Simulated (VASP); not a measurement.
# TaS2 in VASP: a series of runs, part 2 of 3

VASP 6.6.1. The steps go on from the part before.

## (3) Single point, LDA

This run uses another cell than the first one.

The input, INCAR:

```
SYSTEM = TaS2
ALGO = Normal ; DIPOL = 0.5 0.5 0.500
EDIFF = 1E-6 ; ENCUT = 400
GGA = CA ; GGA_COMPAT = .False.
IDIPOL = 3 ; ISIF = 2
ISMEAR = 0 ; LASPH = .True.
LCHARG = .False. ; LDIPOL = .True.
LREAL = .False. ; LWAVE = .False.
NBANDS = 18 ; NELM = 120
NELMDL = -8 ; PREC = Accurate
SIGMA = 0.05
```

The input, KPOINTS:

```
k-points
0
Gamma
  12 12 1
  0 0 0
```

The input, POSCAR:

```
TaS2
1.0
    3.3037021630      0.0000000000      0.0000000000
   -1.6518510810      2.8610899990      0.0000000000
    0.0000000000      0.0000000000     26.0992310040
S Ta
2 1
Direct
    0.6666666667      0.3333333333      0.4415765257
    0.3333333333      0.6666666667      0.5584234743
    0.0000000000      0.0000000000      0.5000000000
```

Potentials or basis: VASP PAW LDA potentials, release 64 (S, Ta_pv).

Launch:

```bash
$ cat potpaw_LDA.64/S/POTCAR potpaw_LDA.64/Ta_pv/POTCAR > POTCAR
$ mpirun -np 1 vasp_std > vasp.out
```

OUTCAR:

```text
SYSTEM = TaS2
   EDIFF = 1E-6
   ENCUT = 400
   GGA = CA
   ISIF = 2
   ISMEAR = 0
   LASPH = .True.
   LREAL = .False.
   NELM = 120
   NELMDL = -8
   PREC = Accurate

 ion  position               nearest neighbor table
   1  0.667  0.333  0.442-   3 2.44   3 2.44   3 2.44
   2  0.333  0.667  0.558-   3 2.44   3 2.44   3 2.44
   3  0.000  0.000  0.500-   1 2.44   2 2.44   2 2.44   1 2.44   1 2.44   2 2.44

  LATTYP: Found a hexagonal cell.
 ALAT       =     3.3037021630
 C/A-ratio  =     7.8999951316

  Lattice vectors:

 A1 = (   3.3037021630,   0.0000000000,   0.0000000000)
 A2 = (  -1.6518510810,   2.8610899990,   0.0000000000)
 A3 = (   0.0000000000,   0.0000000000,  26.0992310040)

Analysis of symmetry for initial positions (statically):
=====================================================================
 Subroutine PRICEL returns:
 Original cell was already a primitive cell.

 Routine SETGRP: Setting up the symmetry group for a
 hexagonal supercell.

 Subroutine GETGRP returns: Found 12 space group operations
 (whereof 12 operations were pure point group operations)
 out of a pool of 24 trial point group operations.

The static configuration has the point symmetry D_3d.

Analysis of symmetry for dynamics (positions and initial velocities):
=====================================================================
 Subroutine PRICEL returns:
 Original cell was already a primitive cell.

 Routine SETGRP: Setting up the symmetry group for a
 hexagonal supercell.

 Subroutine GETGRP returns: Found 12 space group operations
 (whereof 12 operations were pure point group operations)
 out of a pool of 24 trial point group operations.

The dynamic configuration has the point symmetry D_3d.

 Subroutine INISYM returns: Found 12 space group operations
 (whereof 12 operations are pure point group operations),
 and found     1 'primitive' translations

----------------------------------------------------------------------------------------

                                     Primitive cell

  volume of cell :     246.6949

  direct lattice vectors                    reciprocal lattice vectors
     3.303702163  0.000000000  0.000000000     0.302690724  0.174758571  0.000000000
    -1.651851081  2.861089999  0.000000000     0.000000000  0.349517142  0.000000000
     0.000000000  0.000000000 26.099231004     0.000000000  0.000000000  0.038315305

  length of vectors
     3.303702163  3.303702162 26.099231004     0.349517142  0.349517142  0.038315305

  position of ions in fractional coordinates (direct lattice)
     0.666666667  0.333333333  0.441576526
     0.333333333  0.666666667  0.558423474
     0.000000000  0.000000000  0.500000000

  ion indices of the primitive-cell ions
   primitive index   ion index
                 1           1
                 2           2
                 3           3

----------------------------------------------------------------------------------------

 KPOINTS: k-points

Automatic generation of k-mesh.
 Grid dimensions read from file:
 generate k-points for:   12   12    1

 Generating k-lattice:

[... 20 lines left out ...]
  0.166667  0.000000  0.000000      6.000000
  0.250000  0.000000  0.000000      6.000000
  0.333333  0.000000  0.000000      6.000000
  0.416667  0.000000  0.000000      6.000000
[... 11 lines left out ...]
  0.333333  0.250000  0.000000     12.000000
  0.333333  0.333333  0.000000      2.000000
   k-points           NKPTS =     19   k-points in BZ     NKDIM =     19   number of bands    NBANDS=     18
   number of dos      NEDOS =    301   number of ions     NIONS =      3
   total plane-waves  NPLWV = 103680
   dimension x,y,z NGX =    24 NGY =   24 NGZ =  180
   dimension x,y,z NGXF=    48 NGYF=   48 NGZF=  360
   ions per type =               2   1
   NGX,Y,Z   is equivalent  to a cutoff of  12.08, 12.08, 11.47 a.u.
   NGXF,Y,Z  is equivalent  to a cutoff of  24.15, 24.15, 22.93 a.u.
 SYSTEM =  TaS2
   PREC   = accura    normal or accurate (medium, high low for compatibility)
   ISTART =      0    job   : 0-new  1-cont  2-samecut
   ICHARG =      2    charge: 1-file 2-atom 10-const
   ISPIN  =      1    spin polarized calculation?
   LNONCOLLINEAR =      F non collinear calculations
   LSORBIT =      F    spin-orbit coupling
   LASPH  =      T    aspherical Exc in radial PAW
   ENCUT  =  400.0 eV  29.40 Ry    5.42 a.u.   5.39  5.39 42.56*2*pi/ulx,y,z
   NELM   =    120;   NELMIN=  2; NELMDL= -8     # of ELM steps
   EDIFF  = 0.1E-05   stopping-criterion for ELM
   LREAL  =      F    real-space projection
   EDIFFG = 0.1E-04   stopping-criterion for IOM
   NSW    =      0    number of steps for IOM
   IBRION =     -1    ionic relax: 0-MD 1-quasi-New 2-CG
   NFREE  =      0    steps in history (QN), initial steepest desc. (CG)
   ISIF   =      2    stress and relaxation
   ISYM   =      2    0-nonsym 1-usesym 2-fastsym
   POTIM  = 0.5000    time-step for ionic-motion
   TEBEG  =    0.0;   TEEND  =   0.0 temperature during run
   PSTRESS=    0.0 pullay stress
   NELECT =      23.0000    total number of electrons
   NUPDOWN=      -1.0000    fix difference up-down
   EMIN   =  10.00;   EMAX   =-10.00  energy-range for DOS
   EFERMI =   0.00;   METHOD = LEGACY
   ISMEAR =     0;   SIGMA  =   0.05  broadening in eV -4-tet -1-fermi 0-gaus
   EFERMI_NEDOS =   21; number of points for ismear=-14 and -15
   IALGO  =     38    algorithm
   IMIX   =      4    mixing-type and parameters
     AMIX     =   0.40;   BMIX     =  1.00
     AMIX_MAG =   1.60;   BMIX_MAG =  1.00
  volume/ion in A,a.u.               =      82.23       554.93
  Fermi-wavevector in a.u.,A,eV,Ry     =   0.742331  1.402802  7.497556  0.551055
  Thomas-Fermi vector in A             =   1.837184
   LORBIT       =      0    0 simple, 1 ext, 2 COOP (PROOUT), +10 PAW based schemes
   GGA     = CA    functional components
   LHFCALC =     F    Hartree Fock is set to
   AEXX    =    0.0000 exact exchange contribution
   IVDW    =     0    specifies the selected vdW correction
   LEPSILON=     F    determine dielectric tensor
   LRPA    =     F    only Hartree local field effects (RPA)
 non-spin polarized calculation
 Gauss-broadening in eV      SIGMA  =   0.05
  energy-cutoff  :      400.00
  volume of cell :      246.69
 maximum number of plane-waves:      4573
 NGX is ok and might be reduce to    24
   NGX = 11   NGY = 11   NGZ = 85

 dipolmoment           0.000000      0.000000      0.000000 electrons x Angstroem

 number of electron      22.9999992 magnetization

 dipolmoment           0.000000      0.000000     -0.000000 electrons x Angstroem

 Free energy of the ion-electron system (eV)
  ---------------------------------------------------
  ext. energy  EPLUGINS =         0.00000000
  ---------------------------------------------------
  free energy    TOTEN  =       -25.33243248 eV

  energy without entropy =      -25.33023425  energy(sigma->0) =      -25.33133336

 E-fermi :  -2.7624     XC(G=0):  -2.8859

 val. band max:       -2.7840837132   @ k =   0.1667   0.0833   0.0000
 cond. band min:      -2.6998154671   @ k =   0.4167   0.1667   0.0000
 fundamental gap:      0.0842682461
 Fermi energy:        -2.7623627796

 k-point     1 :       0.0000    0.0000    0.0000
  band No.  band energies     occupation
      1     -37.7954      2.00000
      2     -37.7364      2.00000
      3     -37.7364      2.00000
      4     -17.6088      2.00000
      5     -16.0188      2.00000
      6      -9.1779      2.00000
[... 376 lines left out ...]
      5     -15.4774      2.00000
      6      -8.3109      2.00000
[... 10 lines left out ...]
     17       3.6935      0.00000
     18       5.6500      0.00000

------------------------ aborting loop because EDIFF is reached ----------------------------------------

 vacuum level on the upper side and lower side of the slab       (xc-potential included)        -0.008        -0.008

  FORCE on cell =-STRESS in cart. coord.  units (eV):
  Direction    XX          YY          ZZ          XY          YZ          ZX
  --------------------------------------------------------------------------------------
  -------------------------------------------------------------------------------------
  Total        0.0935016      0.0935016      0.1274929      0.0000000      0.0000000     -0.0000000
  in kB        0.6072526      0.6072526      0.8280118      0.0000000      0.0000000     -0.0000000
  external PRESSURE =       0.6808390 kB  Pullay stress =       0.0000000 kB

 VOLUME and BASIS-vectors are now :
 -----------------------------------------------------------------------------
  energy-cutoff  :      400.00
  volume of cell :      246.69
      direct lattice vectors                 reciprocal lattice vectors
     3.303702163  0.000000000  0.000000000     0.302690724  0.174758571  0.000000000
    -1.651851081  2.861089999  0.000000000     0.000000000  0.349517142  0.000000000
     0.000000000  0.000000000 26.099231004     0.000000000  0.000000000  0.038315305

 POSITION                                       TOTAL-FORCE (eV/Angst)
 -----------------------------------------------------------------------------------
      1.65185      0.95370     11.52481         0.000000     -0.000000     -0.050002
      0.00000      1.90739     14.57442        -0.000000      0.000000      0.050002
      0.00000      0.00000     13.04962         0.000000      0.000000      0.000000
 -----------------------------------------------------------------------------------
    total drift:                                0.000000      0.000000     -0.000000

  FREE ENERGIE OF THE ION-ELECTRON SYSTEM (eV)
  ---------------------------------------------------
  free  energy   TOTEN  =       -25.3324324784 eV

  energy  without entropy=      -25.3302342487  energy(sigma->0) =      -25.33133336

 vacuum level on the upper side and lower side of the slab         2.475         2.475
```

OSZICAR:

```text
N       E                     dE             d eps       ncg     rms          rms(c)
DAV:   1     0.119279379429E+03    0.11928E+03   -0.91540E+03   860   0.753E+02
DAV:   2    -0.143264189873E+02   -0.13361E+03   -0.13231E+03   920   0.182E+02
DAV:   3    -0.266523044166E+02   -0.12326E+02   -0.12187E+02   908   0.559E+01
[... 17 lines left out ...]
DAV:  21    -0.253324063810E+02   -0.28204E-04   -0.11085E-06   722   0.465E-03    0.187E-03
DAV:  22    -0.253324242782E+02   -0.17897E-04   -0.75449E-07   732   0.259E-03    0.303E-03
DAV:  23    -0.253324289421E+02   -0.46640E-05   -0.12213E-07   748   0.146E-03    0.151E-03
DAV:  24    -0.253324316049E+02   -0.26628E-05   -0.76211E-08   702   0.101E-03    0.448E-04
DAV:  25    -0.253324324784E+02   -0.87346E-06   -0.19215E-08   690   0.502E-04
   1 F= -.25332432E+02 E0= -.25331333E+02  d E =-.219823E-02
```

stdout:

```text
POSCAR found type information on POSCAR S Ta
 POSCAR found :  2 types and       3 ions
 scaLAPACK will be used
 LDA part: xc-table for (Slater(with rela. corr.)+CA(PZ))
 , standard interpolation
 POSCAR, INCAR and KPOINTS ok, starting setup
 FFT: planning ... GRIDC
 FFT: planning ... GRID_SOFT
 FFT: planning ... GRID
 WAVECAR not read
 entering main loop
```

Run time: 3 min. Hardware: 1 thread of Intel Xeon 8259CL, shared host; peak memory 0.26 GiB.

Results:

```
Free energy            : -25.3324 eV
Largest force          : 0.050 eV/Å
Band gap on the k mesh : zero (an odd number of electrons rules out a gap without spin polarisation)
```

Forces on the atoms (eV/Å):
```
S    0.000  0.000 -0.050
S    0.000  0.000  0.050
Ta   0.000  0.000  0.000
```

Caveat: spin-orbit coupling is left out, which moves the levels of the heavy elements.

## (4) Single point, PBE

This run uses another cell than the first one.

The input, INCAR:

```
SYSTEM = TaS2
PREC = Accurate
ENCUT = 400
EDIFF = 1E-6
ISMEAR = 0
SIGMA = 0.05
LREAL = .False.
LASPH = .True.
NELM = 120
ALGO = Normal
ISIF = 2
LWAVE = .False.
LCHARG = .False.
LDIPOL = .True.
IDIPOL = 3
DIPOL = 0.5 0.5 0.500
GGA = PE
NBANDS = 18
GGA_COMPAT = .False.
NELMDL = -8
```

The input, KPOINTS:

```
regular mesh
0
Gamma
  12 12 1
  0 0 0
```

The input, POSCAR:

```
TaS2
1.0
    3.3500000000      0.0000000000      0.0000000000
   -1.6750000000      2.9011851000      0.0000000000
    0.0000000000      0.0000000000     25.8599999930
S Ta
2 1
Direct
    0.6666666670      0.3333333330      0.4433488013
    0.3333333330      0.6666666670      0.5566511987
    0.0000000000      0.0000000000      0.5000000000
```

Potentials or basis: VASP PAW PBE potentials, release 64 (S, Ta_pv).

Launch:

```bash
$ cat potpaw_PBE.64/S/POTCAR potpaw_PBE.64/Ta_pv/POTCAR > POTCAR
$ mpirun -np 1 vasp_std > vasp.out
```

OUTCAR:

```text
SYSTEM = TaS2
   PREC = Accurate
   ENCUT = 400
   EDIFF = 1E-6
   ISMEAR = 0
   LREAL = .False.
   LASPH = .True.
   NELM = 120
   ISIF = 2
   GGA = PE
   NELMDL = -8

 ion  position               nearest neighbor table
   1  0.667  0.333  0.443-   3 2.43   3 2.43   3 2.43
   2  0.333  0.667  0.557-   3 2.43   3 2.43   3 2.43
   3  0.000  0.000  0.500-   1 2.43   2 2.43   2 2.43   1 2.43   1 2.43   2 2.43

  LATTYP: Found a hexagonal cell.
 ALAT       =     3.3500000000
[... 592 lines left out ...]
  Direction    XX          YY          ZZ          XY          YZ          ZX
  --------------------------------------------------------------------------------------
  -------------------------------------------------------------------------------------
  Total        2.6937679      2.6937679      3.8276857      0.0000000      0.0000000      0.0000000
  in kB       17.1720441     17.1720441     24.4004640      0.0000000      0.0000000      0.0000000
  external PRESSURE =      19.5815174 kB  Pullay stress =       0.0000000 kB

 VOLUME and BASIS-vectors are now :
 -----------------------------------------------------------------------------
  energy-cutoff  :      400.00
  volume of cell :      251.33
      direct lattice vectors                 reciprocal lattice vectors
     3.350000000  0.000000000  0.000000000     0.298507463  0.172343364  0.000000000
    -1.675000000  2.901185100  0.000000000     0.000000000  0.344686728  0.000000000
     0.000000000  0.000000000 25.859999993     0.000000000  0.000000000  0.038669760

 POSITION                                       TOTAL-FORCE (eV/Angst)
 -----------------------------------------------------------------------------------
      1.67500      0.96706     11.46500         0.000000      0.000000     -1.315101
     -0.00000      1.93412     14.39500        -0.000000     -0.000000      1.315101
      0.00000      0.00000     12.93000        -0.000000      0.000000      0.000000
 -----------------------------------------------------------------------------------
    total drift:                                0.000000      0.000000     -0.000000

  FREE ENERGIE OF THE ION-ELECTRON SYSTEM (eV)
  ---------------------------------------------------
  free  energy   TOTEN  =       -23.0445813902 eV

  energy  without entropy=      -23.0419001359  energy(sigma->0) =      -23.04324076

 vacuum level on the upper side and lower side of the slab         2.411         2.411
```

stdout:

```text
POSCAR found type information on POSCAR S Ta
 POSCAR found :  2 types and       3 ions
 scaLAPACK will be used
 LDA part: xc-table for (Slater+PW92), standard interpolation
 POSCAR, INCAR and KPOINTS ok, starting setup
 FFT: planning ... GRIDC
 FFT: planning ... GRID_SOFT
 FFT: planning ... GRID
 WAVECAR not read
 entering main loop
```

Run time: 3.4 min. Hardware: 1 thread of Intel Xeon 8259CL, shared host; peak memory 0.32 GiB.

Results:

| Property | Result |
| --- | --- |
| Free energy | -23.0446 eV |
| Largest force | 1.315 eV/Å |
| Band gap on the k mesh | zero (an odd number of electrons rules out a gap without spin polarisation) |

Forces on the atoms (eV/Å):
```
S    0.000  0.000 -1.315
S    0.000  0.000  1.315
Ta   0.000  0.000  0.000
```

Caveat: spin-orbit coupling is left out, which moves the levels of the heavy elements.

## (5) Single point, PBE

This run uses another cell than the first one.

The input, INCAR:

```
SYSTEM = TaS2
PREC = Accurate ; ENCUT = 400
EDIFF = 1E-6 ; ISMEAR = 0
SIGMA = 0.05 ; LREAL = .FALSE.
LASPH = .TRUE. ; NELM = 120
ALGO = Normal ; ISIF = 2
LWAVE = .FALSE. ; LCHARG = .FALSE.
LDIPOL = .TRUE. ; IDIPOL = 3
DIPOL = 0.5 0.5 0.500 ; GGA = PE
NBANDS = 18 ; GGA_COMPAT = .FALSE.
NELMDL = -8
```

The input, KPOINTS:

```
regular mesh
0
G
  12 12 1
  0 0 0
```

The input, POSCAR:

```
TaS2
1.0
    3.3499999980      0.0000000000      0.0000000000
   -1.6749999990      2.9011851010      0.0000000000
    0.0000000000      0.0000000000     26.1752882000
S Ta
2 1
Direct
    0.6666666667      0.3333333333      0.4410198643
    0.3333333333      0.6666666667      0.5589801357
    0.0000000000      0.0000000000      0.5000000000
```

Launch:

```bash
$ cat potpaw_PBE.64/S/POTCAR potpaw_PBE.64/Ta_pv/POTCAR > POTCAR
$ mpirun -np 1 vasp_std > vasp.out
```

Wall time 3.3 min (1 thread of Intel Xeon 8259CL, shared host); peak memory 0.33 GiB.

Results (log left out):

* Free energy: -23.1476 eV
* Largest force: 0.012 eV/Å
* Band gap on the k mesh: zero (an odd number of electrons rules out a gap without spin polarisation)

Forces on the atoms (eV/Å):
```
S    0.000  0.000 -0.012
S    0.000  0.000  0.012
Ta   0.000  0.000  0.000
```

Levels at points of the mesh, in eV from the Fermi level:
```
           k point  band 9  band 10  band 11  band 12  band 13  band 14
(0.00, 0.00, 0.00)   -2.70    -0.74    -0.74     0.12     0.12     0.31
(0.50, 0.00, 0.00)   -3.87    -2.88    -1.95    -1.17     2.51     3.08
```

Caveat: spin-orbit coupling is left out, which moves the levels of the heavy elements.

(Continued in part 3 of 3.)
